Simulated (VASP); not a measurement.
Input of a VASP 6.6.1 run:

File INCAR:

```
SYSTEM = SiW8C8Cl4
PREC = Accurate
ENCUT = 520
EDIFF = 1E-7
ISMEAR = -1
SIGMA = 0.15
LREAL = Auto
LASPH = .True.
NELM = 60
ALGO = Normal
ISIF = 2
LWAVE = .False.
LCHARG = .False.
GGA = PS
NBANDS = 104
```

File KPOINTS:

```
Automatic mesh
0
Gamma
  3 3 1
  0 0 0
```

The input POSCAR:

```
SiW8C8Cl4
1.0
    5.7058800000      0.0000000000      0.0000000000
   -2.8529400000      4.9414370000      0.0000000000
    0.0000000000      0.0000000000     20.2001350000
W C Si Cl
8 8 1 4
Direct
    0.0000000000      0.0000000000      0.0495046196
    0.0008987055      0.0004654516      0.1913997109
   -0.0000071297      0.4999962561      0.0495046196
   -0.0005731825      0.5004414708      0.1914393146
    0.4999929897      0.0000000000      0.0495046196
    0.4994399091     -0.0009309033      0.1914096119
    0.5000033858      0.4999962561      0.0495046196
    0.4999831488      0.4999557821      0.1925036640
    0.3335008621      0.1660448165      0.1164744691
    0.3301569279      0.1681899415      0.2590329223
    0.3324214167      0.6663851021      0.1164447663
    0.3382561530      0.6700277672      0.2591962875
    0.8331785824      0.1665709793      0.1162467479
    0.8331281845      0.1669959568      0.2554834411
    0.8339449611      0.6675183757      0.1164497168
    0.8309813001      0.6608199194      0.2590576746
    0.1755817918      0.8374689387      0.3527996224
    0.5596799484      1.1192897936      0.3468442166
   -0.1071990481      0.9385528946      0.3467798606
    0.0727519779      0.4530463507      0.3464135264
    0.1746774691      0.8363963762      0.4618038444
```

Potentials or basis: VASP PAW PBE potentials, release 64 (W_sv, C, Si, Cl).

Run with:

```bash
$ cat potpaw_PBE.64/W_sv/POTCAR potpaw_PBE.64/C/POTCAR potpaw_PBE.64/Si/POTCAR potpaw_PBE.64/Cl/POTCAR > POTCAR
$ mpirun -np 1 vasp_std > vasp.out
```

(1) Estimate the band gap on the k mesh.

(2) Estimate the largest force.

Results:

(1) zero (bands 88 and 89 overlap by 0.90 eV).

(2) 4.515 eV/Å.

Caveat: the k points lie up to 0.42 Å⁻¹ apart, too coarse for converged energies and pressures of a metal; there is no dipole correction, which matters where the two faces differ; the PAW data sets were made with another functional, which shifts forces and pressure a little; spin-orbit coupling is left out, which moves the levels of the heavy elements.
